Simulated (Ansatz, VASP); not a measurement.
SrO in VASP and in Ansatz

```
Sr O
1.0
     0.00000    2.56980    2.56980
     2.56980    0.00000    2.56980
     2.56980    2.56980    0.00000
Sr O
1 1
Direct
  0.00973 0.00973 0.99027
  0.50000 0.50000 0.50000
```

Change from the starting cell: all Sr atoms moved -0.050 Å, as atom 1 towards its neighbour atom 2 (O) at 2.570 Å.

Alike in both runs: task single point; functional r2SCAN; k mesh 8 × 8 × 8; occupations gaussian, width 0.05 eV; no spin polarisation.

|  | VASP | Ansatz |
| --- | --- | --- |
| version | VASP 6.6.1 | Ansatz 0.2.0 |
| potentials or method | VASP PAW PBE potentials, release 64 (Sr_sv, O), cutoff 520 eV | scalar-relativistic, plane waves, PAW |
| valence electrons in the cell | 16 | 16 |

```csv
,VASP,Ansatz,Ansatz less VASP
gap on the k mesh at the Fermi level (eV),3.75,3.80,+0.053
least direct gap on the mesh (eV),3.83,3.87,+0.041
pressure (GPa),1.8,1.2,-0.56
"traceless stress, the component that is largest in VASP (GPa)",0.21,0.19,-0.012
rms of the force components (eV/Å),0.076,0.071,-0.0044
```

VASP's potentials were made for PBE, not for r2SCAN. Atom by atom the forces differ by 0.004 eV/Å (rms over components). With one functional, cell and mesh, what is left measures potentials, basis and numerics.
